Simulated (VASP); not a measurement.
MnSi4: single point with PBE

The system is MnSi4.

```
Mn Si
1.0
     5.07422    0.00000    0.00000
    -2.53711    4.39441    0.00000
     0.00000    0.00000    4.64739
Mn Si
1 4
Direct
  0.00000 0.00000 0.50000
  0.50000 0.00000 0.00000
  0.00000 0.50000 0.00000
  0.50000 0.50000 0.00000
  0.00000 0.00000 0.00000
```

The cell was built from a structure type or drawn by symmetry, and may not be a known phase.

| Property | Result |
| --- | --- |
| Program | VASP 6.6.1 |
| Task | single point |
| Functional | PBE |
| Potentials or basis | VASP PAW PBE potentials, release 64 (Mn_pv, Si) |
| Cutoff | 520 eV |
| k mesh | 6 × 6 × 4 |
| Occupations | gaussian, width 0.1 eV |
| Spin | collinear spin, ferromagnetic start |
| Starting moments | [4.0, 0.0, 0.0, 0.0, 0.0] μB |
| Dipole correction | no |
| Further INCAR settings | ALGO = Normal; EDIFF = 1e-06; NBANDS = 26 |

```json
{
 "Pressure": "-0.1 GPa",
 "Net moment": "3.90 μB per cell",
 "Site moments": "Mn +3.73; Si +0.01, -0.06 (each value once) μB",
 "Valence electrons inside the program's atomic spheres": "Mn 11.48; Si 1.57, 1.66 (each value once)"
}
```

Stress tensor (GPa, compression positive):
```
-0.15  0.00  0.00
 0.00 -0.15  0.00
 0.00  0.00 -0.02
```

Levels at points of the mesh, in eV from the Fermi level:
Spin up:
```csv
k point,band 14,band 15,band 16,band 17,band 18,band 19
"(0.00, 0.00, 0.00)",-2.45,-2.45,-2.04,-0.02,1.71,2.71
"(0.50, 0.00, 0.00)",-0.70,-0.33,-0.05,0.16,0.34,1.36
"(0.00, 0.00, 0.50)",-2.79,-1.95,-1.95,1.52,1.86,1.86
"(0.50, 0.00, 0.50)",-2.32,-0.18,-0.16,0.29,0.33,0.75
```
Spin down:
| k point | band 8 | band 9 | band 10 | band 11 | band 12 | band 13 | band 14 | band 15 | band 16 | band 17 |
| --- | --- | --- | --- | --- | --- | --- | --- | --- | --- | --- |
| (0.00, 0.00, 0.00) | -5.38 | -4.99 | -4.99 | -3.91 | -0.15 | 0.04 | 0.04 | 1.20 | 1.20 | 1.48 |
| (0.50, 0.00, 0.00) | -2.49 | -2.23 | -1.08 | -0.52 | -0.35 | -0.32 | 0.30 | 0.76 | 1.29 | 1.43 |
| (0.00, 0.00, 0.50) | -5.30 | -5.15 | -4.78 | -4.78 | -1.54 | 0.21 | 0.21 | 1.25 | 1.25 | 2.36 |
| (0.50, 0.00, 0.50) | -4.50 | -3.27 | -1.16 | -0.82 | -0.16 | 0.00 | 0.02 | 0.31 | 0.87 | 1.06 |

Run time: 64 s on 1 thread of Intel(R) Xeon(R) 6975P-C (Granite Rapids), with other jobs on the host, peak memory 0.3 GiB.
